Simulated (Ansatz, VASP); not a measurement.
One calculation of Pt, two programs

```
Pt
1.0
     0.00000    1.94683    2.01497
     1.83976    0.00000    2.01497
     1.83976    1.94683    0.00000
Pt
1
Cartesian
  0.0000 0.0000 0.0000
```

Change from the starting cell: normal strain along x -0.0550, normal strain along z +0.0350.

Alike in both runs: task single point; functional LDA; k mesh 20 × 20 × 20; occupations gaussian, width 0.15 eV; no spin polarisation.

|  | VASP | Ansatz |
| --- | --- | --- |
| version | VASP 6.6.1 | Ansatz 0.2.0 |
| potentials or method | VASP PAW LDA potentials, release 64 (Pt), cutoff 520 eV | scalar-relativistic, plane waves, PAW |
| valence electrons in the cell | 10 | 18 |

VASP gave:

- gap on the k mesh at the Fermi level (eV): none
- pressure (GPa): 9.0
- traceless stress, the component that is largest in VASP (GPa): -5.37

Task: Estimate Ansatz's values.

Result: gap on the k mesh at the Fermi level (eV): none; pressure (GPa): 8.1; traceless stress, the component that is largest in VASP (GPa): -5.36.

LDA's correlation is that of Perdew and Zunger in VASP and of Perdew and Wang (1992) in Ansatz. A gap of «none» marks a metal or a gap that the smearing closes. VASP's potentials hold 10 valence electrons a cell and Ansatz's 18, so a difference there can come from the potentials and not from the codes.

Neither program's run includes spin-orbit coupling.
